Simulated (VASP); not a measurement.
Al:

```xyz
2
Lattice="2.8125 0.0000 0.0000 -1.4062 2.4357 0.0000 0.0000 0.0000 4.8669" Properties=species:S:1:pos:R:3 pbc="T T T"
Al    1.4062    0.8119    3.6501
Al    0.0000    1.6238    1.2167
```

This isn't the form of Al at room conditions, which is fcc.

```yaml
Program: VASP 6.6.1
Task: relaxation of cell and atoms
Functional: LDA
Potentials_or_basis: VASP PAW LDA potentials, release 64 (Al)
Cutoff: 600 eV
k_mesh: 18 × 18 × 10
Occupations: gaussian, width 0.1 eV
Spin: no spin polarisation
```

At the start: pressure -3.0 GPa; volume 16.67 Å³/atom.

Q: How do energy, volume and symmetry change on relaxing?

A: Over 10 steps the energy falls by 8.3 meV/atom and the volume is 15.95 Å³/atom (-4.3 %); space group P6_3/mmc (No. 194, to 0.1 Å) before and after.

Step by step:
```tsv
step	energy change (eV)	largest force (eV/Å)	pressure (GPa)	volume (Å³)
1	0.0000	0.0000	-2.98	33.34
2	-0.0147	0.0000	0.28	31.86
3	-0.0147	0.0000	0.20	31.90
4	-0.0161	0.0000	0.12	31.89
5	-0.0165	0.0000	0.09	31.88
6	-0.0167	0.0000	0.11	31.86
7	-0.0167	0.0000	0.10	31.87
8	-0.0167	0.0000	0.10	31.86
9	-0.0167	0.0000	-0.06	31.93
10	-0.0167	0.0000	-0.01	31.90
```

Final structure:
```yaml
crystal:
  lattice:
    - [2.80296, 0.00000, 0.00000]
    - [-1.40148, 2.42744, 0.00000]
    - [0.00000, 0.00000, 4.68898]
  atoms:
    - { symbol: Al, position: [0.66667, 0.33333, 0.75000] }
    - { symbol: Al, position: [0.33333, 0.66667, 0.25000] }
```
